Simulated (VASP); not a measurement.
Wanted: the native input for a VASP 6.6.1 run.

- Task: single point
- Functional: BLYP
- Potentials or basis: VASP PAW PBE potentials, release 64 (Ru_pv)
- Cutoff: 520 eV
- k mesh: 7 × 7 × 4
- Occupations: fermi-dirac, width 0.1 eV
- Spin: collinear spin, ferromagnetic start
- Starting moments: [1.0, 1.0] μB
- Dipole correction: no
- Further INCAR settings: ALGO = Normal; EDIFF = 1e-06; NBANDS = 25

The structure of Ru lies in POSCAR:

```
Ru
1.0
    2.7685637256      0.0000000000      0.0000000000
   -1.3842818628      2.3976465184      0.0000000000
    0.0000000000      0.0000000000      4.3443274268
Ru
2
Direct
    0.3333333333      0.6666666667      0.2500000000
    0.6666666667      0.3333333333      0.7500000000
```

One way to write it, as run:

INCAR

```
SYSTEM = Ru
AGGAC = 1.0
AGGAX = 1.0
ALDAC = 0.0
ALDAX = 1.0
ALGO = Normal
EDIFF = 1E-6
ENCUT = 520
GGA = B5
ISIF = 2
ISMEAR = -1
ISPIN = 2
LASPH = .True.
LCHARG = .False.
LMAXMIX = 4
LORBIT = 11
LREAL = .False.
LWAVE = .False.
MAGMOM = 1 1
NBANDS = 25
NELM = 150
PREC = Accurate
SIGMA = 0.1
```

KPOINTS

```
k-points
0
Gamma
  7 7 4
  0 0 0
```

Potentials or basis: VASP PAW PBE potentials, release 64 (Ru_pv).

Command:

```bash
$ cat potpaw_PBE.64/Ru_pv/POTCAR > POTCAR
$ mpirun -np 1 vasp_std > vasp.out
```

Results of the run:

- Pressure: 1.4 GPa
- Band gap on the k mesh: zero (filled and empty bands overlap)
- Net moment: 0.00 μB per cell
- Valence electrons inside the program's atomic spheres: Ru 12.61

Caveat: the k points lie up to 0.37 Å⁻¹ apart; the PAW data sets were made with another functional, which shifts forces and pressure a little.

Run time: 62 s on 1 thread of Intel Xeon 8259CL, with other jobs on the host, peak memory 0.17 GiB.
